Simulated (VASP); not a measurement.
Input of a VASP 6.6.1 run:

The input INCAR:

```
PREC     = Accurate       # precision mode
ENCUT    = 600            # plane-wave cutoff, eV
EDIFF    = 1E-6           # SCF threshold, eV
ISMEAR   = 0              # smearing method
SIGMA    = 0.03           # smearing width, eV
LREAL    = F              # projectors in reciprocal space
LASPH    = T              # aspherical terms in the spheres
NELM     = 120            # most SCF steps
ALGO     = Normal         # electronic algorithm
ISIF     = 2              # what is computed and relaxed
LWAVE    = F              # write WAVECAR
LCHARG   = T              # write CHGCAR
GGA      = CA             # functional
LELF     = T              # ELF
LVHAR    = T            
NBANDS   = 26             # bands
GGA_COMPAT= F
```

The input KPOINTS:

```
Automatic mesh
0
Gamma
  15 15 3
```

Contents of POSCAR:

```
C
1.0
   -1.2226660053     -2.1164534110      0.0000000000
    1.2226660053     -2.1164534110      0.0000000000
    0.1358517784     -0.7054844703     13.4515291704
C
8
Direct
    0.3194075448      0.3055186559      0.1250000000
    0.7916297670      0.7499631004      0.3750000000
    0.2638519893      0.1944075448      0.6250000000
    0.7360742115      0.6388519893      0.8750000000
    0.6528146774      0.6389257885      0.1250000000
    0.1250368996      0.0833702330      0.3750000000
    0.5972591219      0.5278146774      0.6250000000
    0.0694813441     -0.0277408781      0.8750000000
```

Potentials or basis: VASP PAW LDA potentials, release 64 (C).

Run with:

```sh
$ cat potpaw_LDA.64/C/POTCAR > POTCAR
$ mpirun -np 1 vasp_std > vasp.out
```

(1) Predict the largest force.

(2) Estimate the pressure.

Answers

(1) 0.017 eV/Å.

(2) 0.4 GPa.
